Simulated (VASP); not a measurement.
Input of a VASP 6.6.1 run:

The input POSCAR:

```
SnO2
1.0
    0.0000000000      0.0000000000     -3.2007107590
   -4.7598182097      0.0000000000      0.0000000000
    0.0000000000      9.5201150501     -0.3200710759
Sn O
4 8
Direct
    0.4048500000      0.5000000000      0.9515000000
    0.4548500000      0.5000000000      0.4515000000
    0.9798500000      0.0000000000      0.2015000000
    0.9298500000      0.0000000000      0.7015000000
   -0.0854479109      0.6941376349      0.8544791092
   -0.0354479109      0.6941376349      0.3544791092
    0.4201479109      0.1941376349      0.7985208908
    0.4701479109      0.1941376349      0.2985208908
    0.4895520891      0.8058623651      0.1044791092
    0.4395520891      0.8058623651      0.6044791092
    0.9951479109      0.3058623651      0.0485208908
    0.9451479109      0.3058623651      0.5485208908
```

File INCAR.step1:

```
SYSTEM = SnO2
ALGO = Normal ; EDIFF = 1E-4
ENCUT = 520 ; GGA = PE
ISMEAR = 0 ; KPAR = 4
LASPH = .TRUE. ; LCHARG = .FALSE.
LREAL = .FALSE. ; LWAVE = .TRUE.
NBANDS = 64 ; NELM = 60
PREC = Accurate ; SIGMA = 0.05
```

The input INCAR.step2:

```
SYSTEM = SnO2
ALGO = Normal ; EDIFF = 1E-7
ENCUT = 520 ; ISIF = 2
ISMEAR = 0 ; ISTART = 1
KPAR = 4 ; LASPH = .TRUE.
LCHARG = .FALSE. ; LMIXTAU = .TRUE.
LREAL = .FALSE. ; LWAVE = .FALSE.
METAGGA = R2SCAN ; NBANDS = 64
NELM = 60 ; PREC = Accurate
SIGMA = 0.05
```

The input KPOINTS:

```
k-points
0
G
  8 6 3
  0 0 0
```

Potentials or basis: VASP PAW PBE potentials, release 64 (Sn_d, O).

The run is started by

```console
$ cat potpaw_PBE.64/Sn_d/POTCAR potpaw_PBE.64/O/POTCAR > POTCAR
$ cp INCAR.step1 INCAR
$ mpirun -np 4 vasp_std > vasp.out
$ cp INCAR.step2 INCAR
$ mpirun -np 4 vasp_std > vasp.out
```

**Question.** Estimate the largest force.

**Answer.** 4.753 eV/Å.

**Question.** What does it give for the pressure?

**Answer.** 3.4 GPa.

**Question.** What does it give for the band gap on the k mesh?

**Answer.** 1.80 eV.

Forces in eV/Å, atoms in the order of the input:
```
Sn  -2.060 -1.813 -3.880
Sn   0.005 -0.026 -0.006
Sn  -0.028  0.050  0.011
Sn  -0.041 -0.068  0.033
O    0.124  0.014 -0.090
O   -0.010 -0.003  0.018
O    0.047 -0.107 -0.310
O   -0.035  0.034 -0.043
O    0.117 -0.073  0.510
O    0.024 -0.003  0.011
O    1.835  1.965  3.759
O    0.022  0.029 -0.012
```

Caveat: the cell differs from its parent crystal (the part above a cut slid along it); the cell stands under pressure; the PAW data sets were made with another functional, which shifts forces and pressure a little; spin-orbit coupling is left out, which moves the levels of the heavy elements.
